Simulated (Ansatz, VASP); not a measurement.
## MgS in VASP and in Ansatz

```
S Mg
1.0
     0.00000    2.83312    2.83312
     2.83312    0.00000    2.83312
     2.83312    2.83312    0.00000
S Mg
1 1
Direct
  0.25000 0.25000 0.25000
  0.00000 0.00000 0.00000
```

Alike in both runs: task relaxation of cell and atoms; functional PBE; dispersion D4; k mesh 8 × 8 × 8; occupations fermi-dirac, width 0.05 eV; no spin polarisation.

```csv
,VASP,Ansatz
version,VASP 6.6.1,Ansatz 0.2.0
potentials or method,"VASP PAW PBE potentials, release 64 (S, Mg)",Ansatz PAW
plane-wave cutoff (eV),600,420
valence electrons in the cell,8,16
```

|  | VASP | Ansatz | Ansatz less VASP |
| --- | --- | --- | --- |
| gap on the k mesh at the Fermi level, each at its own relaxed structure (eV) | 3.53 | 3.53 | -0.003 |
| relaxed volume (Å³/atom) | 22.35 | 22.39 | +0.047 |
| relaxed cell length with the largest relative difference (Å) | 3.983 | 3.986 | +0.0028 |

VASP's potentials hold 8 valence electrons a cell and Ansatz's 16, so a difference there can come from the potentials and not from the codes.

Noted on Ansatz's run: the plane-wave basis is chosen anew once the cell has moved, so the energies of steps on either side of that aren't comparable.
